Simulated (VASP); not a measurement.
The system is Sn.

```
CELL_PARAMETERS angstrom
3.35926 0.00000 0.00000
0.05214 3.41465 0.00000
0.00518 0.06466 4.94724
ATOMIC_POSITIONS crystal
Sn 0.69530 0.24829 0.75001
Sn 0.30470 0.75171 0.24999
```

```yaml
Program: VASP 6.6.1
Task: relaxation of cell and atoms
Functional: PBE
Potentials_or_basis: VASP PAW PBE potentials, release 64 (Sn_d)
Cutoff: 600 eV
k_mesh: 6 × 6 × 4
Occupations: gaussian, width 0.1 eV
Spin: no spin polarisation
```

At the start: pressure 0.0 GPa; volume 28.37 Å³/atom.

**Question.** Where does the relaxation end?

**Answer.** Over 56 steps the energy falls by 80.0 meV/atom and the volume is 27.93 Å³/atom (-1.6 %); space group P2_1/m (No. 11, to 0.05 Å).

Step by step:
```csv
step,energy change (eV),largest force (eV/Å),pressure (GPa),volume (Å³)
1,0.0000,0.0552,0.03,56.75
3,-0.0267,0.1419,-0.50,56.85
5,-0.0281,0.1532,-0.57,56.85
7,-0.0333,0.1561,0.23,55.92
9,-0.0466,0.0975,0.29,55.95
11,-0.0520,0.1023,-0.43,57.00
13,-0.0658,0.0801,0.38,55.99
15,-0.0696,0.0854,1.15,55.20
17,-0.0728,0.0834,1.59,54.85
19,-0.0831,0.0740,1.37,55.12
21,-0.0922,0.0700,0.72,55.83
23,-0.0991,0.0510,-0.38,57.13
25,-0.1022,0.0377,-0.31,56.63
27,-0.1023,0.0331,0.10,56.43
29,-0.1070,0.0333,0.28,56.17
31,-0.1141,0.0413,0.44,55.76
33,-0.1226,0.0505,0.14,55.84
35,-0.1229,0.0502,0.11,55.85
37,-0.1380,0.0575,-0.14,56.05
39,-0.1439,0.0582,-0.13,56.01
41,-0.1522,0.0596,-0.02,55.76
43,-0.1528,0.0580,0.00,55.72
45,-0.1531,0.0445,0.23,55.53
47,-0.1541,0.0491,0.07,55.67
49,-0.1557,0.0414,-0.21,56.09
51,-0.1570,0.0378,-0.32,56.11
53,-0.1590,0.0368,-0.29,56.16
55,-0.1597,0.0407,-0.04,55.86
56,-0.1599,0.0372,-0.05,55.86
```

Final structure:
```cif
data_structure
_symmetry_space_group_name_H-M 'P 1'
_symmetry_Int_Tables_number 1
_cell_length_a 3.0778
_cell_length_b 3.1860
_cell_length_c 5.6963
_cell_angle_alpha 89.975
_cell_angle_beta 90.123
_cell_angle_gamma 89.979
_cell_volume 55.86
loop_
_atom_site_label
_atom_site_type_symbol
_atom_site_fract_x
_atom_site_fract_y
_atom_site_fract_z
_atom_site_occupancy
Sn1 Sn 0.50758 0.24206 0.74963 1
Sn2 Sn 0.49242 0.75794 0.25037 1
```
